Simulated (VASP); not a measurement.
# Mn (P6_3/mmc) in VASP: notebook

Mn is run at these levels: r2SCAN; tasks: single point.

Everything below comes from runs of VASP 6.6.1. Logs are shortened: lines on timing, memory, paths and dates and some standing lists are left out, and cuts for length are marked.

## 1. The cell of the first run

The structure is hexagonal, space group P6_3/mmc (No. 194). Conventional cell: a = 2.492 Å, b = 2.492 Å, c = 8.063 Å, α = 90.00°, β = 90.00°, γ = 120.00°. Within 3.3 Å of Mn (site symmetry -3m) lie 12 Mn at 2.48 to 2.49 Å. Mn (site symmetry -6m2) has 12 Mn at 2.48 to 2.49 Å within 3.3 Å.

This isn't the form of Mn at room conditions, which is a 58-atom cubic cell.

## 2. Single point, r2SCAN (10.84 Å³/atom)

POSCAR

```
Mn
1.0
    2.4920001298      0.0000000000      0.0000000000
   -1.2460000649      2.1581354186      0.0000000000
    0.0000000000      0.0000000000      8.0627100311
Mn
4
Direct
    1.0000000000      1.0000000000      0.0000000000
    1.0000000000      0.0000000000      0.5000000000
    0.3333333333      0.6666666667      0.2500000000
    0.6666666667      0.3333333333      0.7500000000
```

INCAR.step1

```
PREC     = Accurate       # precision mode
ENCUT    = 520            # plane-wave cutoff, eV
ISMEAR   = -1             # smearing method
SIGMA    = 0.1            # smearing width, eV
LREAL    = F              # projectors in reciprocal space
LASPH    = T              # aspherical terms in the spheres
NELM     = 100            # most SCF steps
NBANDS   = 34             # bands
GGA      = PE             # functional
ALGO     = Normal         # electronic algorithm
EDIFF    = 1E-4           # SCF threshold, eV
LWAVE    = T              # write WAVECAR
LCHARG   = F              # write CHGCAR
```

INCAR.step2

```
PREC     = Accurate       # precision mode
ENCUT    = 520            # plane-wave cutoff, eV
EDIFF    = 1E-6           # SCF threshold, eV
ISMEAR   = -1             # smearing method
SIGMA    = 0.1            # smearing width, eV
LREAL    = F              # projectors in reciprocal space
LASPH    = T              # aspherical terms in the spheres
NELM     = 100            # most SCF steps
ALGO     = Normal         # electronic algorithm
ISIF     = 2              # what is computed and relaxed
LWAVE    = F              # write WAVECAR
LCHARG   = F              # write CHGCAR
METAGGA  = R2SCAN         # meta-GGA
LMIXTAU  = T            
NBANDS   = 34             # bands
ISTART   = 1
```

KPOINTS

```
Automatic mesh
0
Gamma
  16 16 5
```

Potentials or basis: VASP PAW PBE potentials, release 64 (Mn_pv).

Started as:

```bash
cat potpaw_PBE.64/Mn_pv/POTCAR > POTCAR
cp INCAR.step1 INCAR
mpirun -np 1 vasp_std > vasp.out
cp INCAR.step2 INCAR
mpirun -np 1 vasp_std > vasp.out
```

OUTCAR:

```text
PREC = Accurate
   ENCUT = 520
   EDIFF = 1E-6
   ISMEAR = -1
   LREAL = F
   LASPH = T
   NELM = 100
   ISIF = 2
   METAGGA = R2SCAN
   ISTART = 1

 ion  position               nearest neighbor table
   1  0.000  0.000  0.000-   3 2.48   4 2.48   3 2.48   4 2.48   4 2.48   3 2.48
   2  0.000  0.000  0.500-   3 2.48   4 2.48   3 2.48   4 2.48   4 2.48   3 2.48
   3  0.333  0.667  0.250-   1 2.48   2 2.48   1 2.48   2 2.48   1 2.48   2 2.48
   4  0.667  0.333  0.750-   1 2.48   2 2.48   1 2.48   2 2.48   1 2.48   2 2.48

  LATTYP: Found a hexagonal cell.
 ALAT       =     2.4920001298
 C/A-ratio  =     3.2354372436

  Lattice vectors:

 A1 = (   2.4920001298,   0.0000000000,   0.0000000000)
 A2 = (  -1.2460000649,   2.1581354186,   0.0000000000)
 A3 = (   0.0000000000,   0.0000000000,   8.0627100311)

Analysis of symmetry for initial positions (statically):
=====================================================================
 Subroutine PRICEL returns:
 Original cell was already a primitive cell.

 Routine SETGRP: Setting up the symmetry group for a
 hexagonal supercell.

 Subroutine GETGRP returns: Found 24 space group operations
 (whereof 12 operations were pure point group operations)
 out of a pool of 24 trial point group operations.

The static configuration has the point symmetry D_3d.
 The point group associated with its full space group is D_6h.

Analysis of symmetry for dynamics (positions and initial velocities):
=====================================================================
 Subroutine PRICEL returns:
 Original cell was already a primitive cell.

 Routine SETGRP: Setting up the symmetry group for a
 hexagonal supercell.

 Subroutine GETGRP returns: Found 24 space group operations
 (whereof 12 operations were pure point group operations)
 out of a pool of 24 trial point group operations.

The dynamic configuration has the point symmetry D_3d.
 The point group associated with its full space group is D_6h.

 Subroutine INISYM returns: Found 24 space group operations
 (whereof 12 operations are pure point group operations),
 and found     1 'primitive' translations

----------------------------------------------------------------------------------------

                                     Primitive cell

  volume of cell :      43.3618

  direct lattice vectors                    reciprocal lattice vectors
     2.492000130  0.000000000  0.000000000     0.401284088  0.231681476  0.000000000
    -1.246000065  2.158135419  0.000000000     0.000000000  0.463362953  0.000000000
     0.000000000  0.000000000  8.062710031     0.000000000  0.000000000  0.124027777

  length of vectors
     2.492000130  2.492000130  8.062710031     0.463362953  0.463362953  0.124027777

  position of ions in fractional coordinates (direct lattice)
     0.000000000  0.000000000  0.000000000
     0.000000000  0.000000000  0.500000000
     0.333333333  0.666666667  0.250000000
     0.666666667  0.333333333  0.750000000

  ion indices of the primitive-cell ions
   primitive index   ion index
                 1           1
                 2           2
                 3           3
                 4           4

----------------------------------------------------------------------------------------

 KPOINTS: Automatic mesh

Automatic generation of k-mesh.
 Grid dimensions read from file:
 generate k-points for:   16   16    5

 Generating k-lattice:

  Cartesian coordinates                     Fractional coordinates (reciprocal lattice)
     0.025080256  0.014480092  0.000000000     0.062500000  0.000000000  0.000000000
     0.000000000  0.028960185  0.000000000     0.000000000  0.062500000  0.000000000
     0.000000000  0.000000000  0.024805555     0.000000000  0.000000000  0.200000000

  Length of vectors
     0.028960185  0.028960185  0.024805555

  Shift w.r.t. Gamma in fractional coordinates (k-lattice)
     0.000000000  0.000000000  0.000000000

 Subroutine IBZKPT returns following result:
 ===========================================

 Found     90 irreducible k-points:

 Following reciprocal coordinates:
            Coordinates               Weight
  0.000000  0.000000  0.000000      1.000000
  0.062500  0.000000  0.000000      6.000000
  0.125000  0.000000  0.000000      6.000000
  0.187500  0.000000  0.000000      6.000000
  0.250000  0.000000  0.000000      6.000000
  0.312500  0.000000  0.000000      6.000000
[... 16 lines left out ...]
  0.187500  0.187500  0.000000      6.000000
  0.250000  0.187500  0.000000     12.000000
 [... further k-points ...]
   k-points           NKPTS =     90   k-points in BZ     NKDIM =     90   number of bands    NBANDS=     34
   number of dos      NEDOS =    301   number of ions     NIONS =      4
   total plane-waves  NPLWV =  24000
   dimension x,y,z NGX =    20 NGY =   20 NGZ =   60
   dimension x,y,z NGXF=    40 NGYF=   40 NGZF=  120
   ions per type =               4
   NGX,Y,Z   is equivalent  to a cutoff of  13.34, 13.34, 12.37 a.u.
   NGXF,Y,Z  is equivalent  to a cutoff of  26.68, 26.68, 24.74 a.u.
 SYSTEM =  unknown system
   PREC   = accura    normal or accurate (medium, high low for compatibility)
   ISTART =      1    job   : 0-new  1-cont  2-samecut
   ICHARG =      0    charge: 1-file 2-atom 10-const
   ISPIN  =      1    spin polarized calculation?
   LNONCOLLINEAR =      F non collinear calculations
   LSORBIT =      F    spin-orbit coupling
   LASPH  =      T    aspherical Exc in radial PAW
   ENCUT  =  520.0 eV  38.22 Ry    6.18 a.u.   4.63  4.63 14.99*2*pi/ulx,y,z
   NELM   =    100;   NELMIN=  2; NELMDL=  0     # of ELM steps
   EDIFF  = 0.1E-05   stopping-criterion for ELM
   LREAL  =      F    real-space projection
[... 7 lines left out ...]
   TEBEG  =    0.0;   TEEND  =   0.0 temperature during run
   PSTRESS=    0.0 pullay stress
   NELECT =      52.0000    total number of electrons
   NUPDOWN=      -1.0000    fix difference up-down
   EMIN   =  10.00;   EMAX   =-10.00  energy-range for DOS
   EFERMI =   0.00;   METHOD = LEGACY
   ISMEAR =    -1;   SIGMA  =   0.10  broadening in eV -4-tet -1-fermi 0-gaus
   EFERMI_NEDOS =   21; number of points for ismear=-14 and -15
   IALGO  =     38    algorithm
   IMIX   =      4    mixing-type and parameters
     AMIX     =   0.40;   BMIX     =  1.00
     AMIX_MAG =   1.60;   BMIX_MAG =  1.00
  volume/ion in A,a.u.               =      10.84        73.16
  Fermi-wavevector in a.u.,A,eV,Ry     =   1.739295  3.286792 41.159644  3.025148
  Thomas-Fermi vector in A             =   2.812164
   LORBIT       =      0    0 simple, 1 ext, 2 COOP (PROOUT), +10 PAW based schemes
   METAGGA = R2SCAN    functional components
   LHFCALC =     F    Hartree Fock is set to
   AEXX    =    0.0000 exact exchange contribution
   IVDW    =     0    specifies the selected vdW correction
   LEPSILON=     F    determine dielectric tensor
   LRPA    =     F    only Hartree local field effects (RPA)
 non-spin polarized calculation
  energy-cutoff  :      520.00
  volume of cell :       43.36
 maximum number of plane-waves:      1182
 NGX is ok and might be reduce to    20
   NGX =  9   NGY =  9   NGZ = 29

 number of electron      52.0000022 magnetization

 Free energy of the ion-electron system (eV)
  ---------------------------------------------------
  ext. energy  EPLUGINS =         0.00000000
  ---------------------------------------------------
  free energy    TOTEN  =       -57.12300023 eV

  energy without entropy =      -56.95500952  energy(sigma->0) =      -57.03900487

 E-fermi :  10.2208     XC(G=0): -15.3453

 val. band max:       10.2122837289   @ k =   0.4375   0.0625   0.4000
 cond. band min:      10.2349599388   @ k =   0.1250   0.0625   0.2000
 fundamental gap:      0.0226762100
 Fermi energy:        10.2207965851

 k-point     1 :       0.0000    0.0000    0.0000
  band No.  band energies     occupation
      1     -39.9445      2.00000
      2     -39.5883      2.00000
      3     -39.5243      2.00000
      4     -39.2661      2.00000
      5     -39.2660      2.00000
      6     -39.2162      2.00000
[... 26 lines left out ...]
     33      11.4100      0.00001
     34      11.4101      0.00001

 k-point     2 :       0.0625    0.0000    0.0000
  band No.  band energies     occupation
      1     -39.9346      2.00000
      2     -39.5907      2.00000
      3     -39.5277      2.00000
      4     -39.2876      2.00000
      5     -39.2730      2.00000
      6     -39.2326      2.00000
[... 26 lines left out ...]
     33      11.3995      0.00002
     34      11.4531      0.00001

 k-point     3 :       0.1250    0.0000    0.0000
  band No.  band energies     occupation
      1     -39.9058      2.00000
      2     -39.6006      2.00000
      3     -39.5425      2.00000
      4     -39.3474      2.00000
      5     -39.2925      2.00000
      6     -39.2760      2.00000
[... 26 lines left out ...]
     33      11.4053      0.00001
     34      11.5903      0.00000

 k-point     4 :       0.1875    0.0000    0.0000
  band No.  band energies     occupation
      1     -39.8610      2.00000
      2     -39.6264      2.00000
      3     -39.5815      2.00000
      4     -39.4333      2.00000
      5     -39.3575      2.00000
      6     -39.3294      2.00000
[... 26 lines left out ...]
     33      11.7423      0.00000
     34      11.8162      0.00000

 k-point     5 :       0.2500    0.0000    0.0000
  band No.  band energies     occupation
      1     -39.8076      2.00000
      2     -39.6736      2.00000
      3     -39.6538      2.00000
      4     -39.5302      2.00000
      5     -39.4699      2.00000
      6     -39.3722      2.00000
[... 621 lines left out ...]
 k-point    22 :       0.4375    0.1250    0.0000
  band No.  band energies     occupation
      1     -39.8801      2.00000
      2     -39.8783      2.00000
      3     -39.7528      2.00000
      4     -39.7381      2.00000
      5     -39.5348      2.00000
      6     -39.4987      2.00000
[... 26 lines left out ...]
     33      13.7115      0.00000
     34      14.6000      0.00000

 k-point    23 :       0.1875    0.1875    0.0000
  band No.  band energies     occupation
      1     -39.7405      2.00000
      2     -39.7275      2.00000
      3     -39.7218      2.00000
      4     -39.6099      2.00000
      5     -39.5891      2.00000
      6     -39.4425      2.00000
[... 26 lines left out ...]
     33      12.1844      0.00000
     34      12.7156      0.00000

 k-point    24 :       0.2500    0.1875    0.0000
  band No.  band energies     occupation
      1     -39.7860      2.00000
      2     -39.7739      2.00000
      3     -39.6719      2.00000
      4     -39.6705      2.00000
      5     -39.6450      2.00000
      6     -39.4866      2.00000
[... 26 lines left out ...]
     33      12.8679      0.00000
     34      13.5730      0.00000

 [... further k-points ...]

------------------------ aborting loop because EDIFF is reached ----------------------------------------

  FORCE on cell =-STRESS in cart. coord.  units (eV):
  Direction    XX          YY          ZZ          XY          YZ          ZX
  --------------------------------------------------------------------------------------
  -------------------------------------------------------------------------------------
  Total       -2.9009747     -2.9009747     -2.8831706     -0.0000000      0.0000000     -0.0000000
  in kB     -107.1881373   -107.1881373   -106.5302933     -0.0000000      0.0000000     -0.0000000
  external PRESSURE =    -106.9688559 kB  Pullay stress =       0.0000000 kB

 VOLUME and BASIS-vectors are now :
 -----------------------------------------------------------------------------
  energy-cutoff  :      520.00
  volume of cell :       43.36
      direct lattice vectors                 reciprocal lattice vectors
     2.492000130  0.000000000  0.000000000     0.401284088  0.231681476  0.000000000
    -1.246000065  2.158135419  0.000000000     0.000000000  0.463362953  0.000000000
     0.000000000  0.000000000  8.062710031     0.000000000  0.000000000  0.124027777

 POSITION                                       TOTAL-FORCE (eV/Angst)
 -----------------------------------------------------------------------------------
      0.00000      0.00000      0.00000        -0.000000      0.000000      0.000000
      0.00000      0.00000      4.03136        -0.000000      0.000000      0.000000
     -0.00000      1.43876      2.01568         0.000000     -0.000000     -0.000000
      1.24600      0.71938      6.04703        -0.000000      0.000000     -0.000000
 -----------------------------------------------------------------------------------
    total drift:                                0.000000     -0.000000      0.000000

  FREE ENERGIE OF THE ION-ELECTRON SYSTEM (eV)
  ---------------------------------------------------
  free  energy   TOTEN  =       -57.1230002301 eV

  energy  without entropy=      -56.9550095151  energy(sigma->0) =      -57.03900487
```

It took 17 min on 1 thread of Intel Xeon Platinum 8375C at 2.90GHz (Ice Lake), shared host; peak memory 0.23 GiB.

Results:

| Item | Value |
| --- | --- |
| Free energy | -57.1230 eV |
| Pressure | -10.7 GPa |
| Band gap on the k mesh | zero (bands 26 and 27 overlap by 2.09 eV) |

Levels at points of the mesh, in eV from the Fermi level:
```tsv
k point	band 24	band 25	band 26	band 27	band 28	band 29
(0.00, 0.00, 0.00)	-0.79	-0.79	-0.75	-0.75	0.32	0.32
(0.50, 0.00, 0.00)	0.14	0.16	1.19	1.80	1.84	1.88
```

Caveat: the cell stands under tension; the PAW data sets were made with another functional, which shifts forces and pressure a little; the run has no spin polarisation, though such a crystal can be magnetic.

(Continued in part 2 of 3.)
